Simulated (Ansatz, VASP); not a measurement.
One calculation of PbS, two programs

```
Pb S
1.0
     2.92076   -2.88054    0.00000
     2.92076    2.88054    0.00000
    -1.07280    0.00000   11.63070
Pb S
2 2
Direct
  0.77560 0.77560 0.63638
  0.22440 0.22440 0.36362
  0.26840 0.26840 0.59860
  0.73160 0.73160 0.40140
```

Change from the starting cell: volume scaled by 0.98, PAW files.

Alike in both runs: task electric field gradients; functional PBE; k mesh 7 × 7 × 3; occupations fermi-dirac, width 0.01 eV; no spin polarisation.

|  | VASP | Ansatz |
| --- | --- | --- |
| version | VASP 6.6.1 | Ansatz 0.2.0 |
| potentials or method | VASP PAW PBE potentials, release 64 (Pb_d, S) | PAW with Ansatz's default frozen-core files, scalar-relativistic |
| plane-wave cutoff (eV) | 400 | 420 |
| valence electrons in the cell | 40 | 40 |

|  | VASP | Ansatz | Ansatz less VASP |
| --- | --- | --- | --- |
| gap on the k mesh at the Fermi level (eV) | 1.24 | 1.24 | +0.003 |
| rms of the force components (eV/Å) | 0.109 | 0.108 | -0.0015 |
| size of Vzz on the site where it differs most (V/Å²) | 137.0 | 130.2 | -6.80 |

Atom by atom the forces differ by 0.002 eV/Å (rms over components). The functional is the same, so the differences come from potentials, cutoffs and numerics.

Neither program's run includes spin-orbit coupling.
